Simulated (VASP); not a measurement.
The system is Si2Mo.

```xyz
3
Lattice="-1.6000 1.6000 3.9305 1.6000 -1.6000 3.9305 1.6000 1.6000 -3.9305" Properties=species:S:1:pos:R:3 pbc="T T T"
Mo    0.0000    0.0000    0.0000
Si    0.0000    0.0000    5.2433
Si    0.0000    0.0000    2.6177
```

| Property | Result |
| --- | --- |
| Program | VASP 6.6.1 |
| Task | relaxation of the atoms |
| Functional | PBEsol |
| Potentials or basis | VASP PAW PBE potentials, release 64 (Mo_sv, Si) |
| Cutoff | 520 eV |
| k mesh | 10 × 10 × 10 |
| Occupations | fermi-dirac, width 0.05 eV |
| Spin | no spin polarisation |

At the start: pressure -2.4 GPa; volume 13.42 Å³/atom.

Task: Where does the relaxation end?

Result: Over 3 steps the energy falls by 2.1 meV/atom; space group I4/mmm (No. 139, to 0.1 Å) before and after.

Step by step:
```tsv
step	energy change (eV)	largest force (eV/Å)	pressure (GPa)
1	0.0000	0.3396	-2.36
2	-0.0063	0.0435	-2.09
3	-0.0064	0.0000	-2.05
```

Final structure:
```yaml
crystal:
  lattice:
    - [-1.60000, 1.60000, 3.93050]
    - [1.60000, -1.60000, 3.93050]
    - [1.60000, 1.60000, -3.93050]
  atoms:
    - { symbol: Mo, position: [0.00000, 0.00000, 0.00000] }
    - { symbol: Si, position: [0.66462, 0.66462, 0.00000] }
    - { symbol: Si, position: [0.33538, 0.33538, 0.00000] }
```

Caveat: the PAW data sets were made with another functional, which shifts forces and pressure a little.
